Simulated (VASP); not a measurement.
CuI, 2 atoms in the cell. The structure is cubic, space group F-43m (No. 216). The conventional cell has a = 5.940 Å, b = 5.940 Å, c = 5.940 Å, α = 90.00°, β = 90.00°, γ = 90.00°. Within 3.4 Å of I (site symmetry -43m) lie 4 Cu at 2.57 Å. Cu (site symmetry -43m) has 4 I at 2.57 Å within 3.4 Å. 

* Program: VASP 6.6.1
* Task: single point
* Functional: PBEsol
* Potentials or basis: VASP PAW PBE potentials, release 64 (I, Cu)
* Cutoff: 520 eV
* k mesh: 8 × 8 × 8
* Occupations: fermi-dirac, width 0.05 eV
* Spin: no spin polarisation
* Dipole correction: no
* Further INCAR settings: ALGO = Normal; EDIFF = 1e-07; NBANDS = 16

Potentials or basis: VASP PAW PBE potentials, release 64 (I, Cu).

The run is started by

```bash
$ cat potpaw_PBE.64/I/POTCAR potpaw_PBE.64/Cu/POTCAR > POTCAR
$ mpirun -np 1 vasp_std > vasp.out
```

Hardware: 1 thread of Intel(R) Xeon(R) 6975P-C (Granite Rapids) (shared host).

Task: How long does it take, and how much memory?

Result: Wall time 12 s on 1 thread of Intel(R) Xeon(R) 6975P-C (Granite Rapids) (shared host), peak memory 0.18 GiB. Counts: scf iterations 17, k points 29.
